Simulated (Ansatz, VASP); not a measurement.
## One calculation of Au3C, two programs

```
CELL_PARAMETERS angstrom
2.94020 0.00000 0.00000
-1.47010 2.54629 0.00000
0.00000 0.00000 21.89749
ATOMIC_POSITIONS crystal
Au 0.66667 0.33333 0.18267
Au 0.33333 0.66667 0.29452
Au 0.00000 0.00000 0.40632
C 0.77778 0.22222 0.49355
```

Alike in both runs: task single point; functional PBE; k mesh 9 × 9 × 1; occupations gaussian, width 0.1 eV; no spin polarisation.

```csv
,VASP,Ansatz
version,VASP 6.6.1,Ansatz 0.2.0
potentials or method,"VASP PAW PBE potentials, release 64 (Au, C), cutoff 520 eV","scalar-relativistic, plane waves, PAW"
valence electrons in the cell,37,61
```

VASP gave:

* gap on the k mesh at the Fermi level (eV): none
* rms of the force components (eV/Å): 0.525

Question: What did Ansatz give for the same quantities?

Answer: gap on the k mesh at the Fermi level (eV): none; rms of the force components (eV/Å): 0.530.

Atom by atom the forces differ by 0.005 eV/Å (rms over components). A gap of «none» marks a metal or a gap that the smearing closes. The functional is the same, so the differences come from potentials, cutoffs and numerics. VASP's potentials hold 37 valence electrons a cell and Ansatz's 61, so a difference there can come from the potentials and not from the codes.

Neither program's run includes spin-orbit coupling.
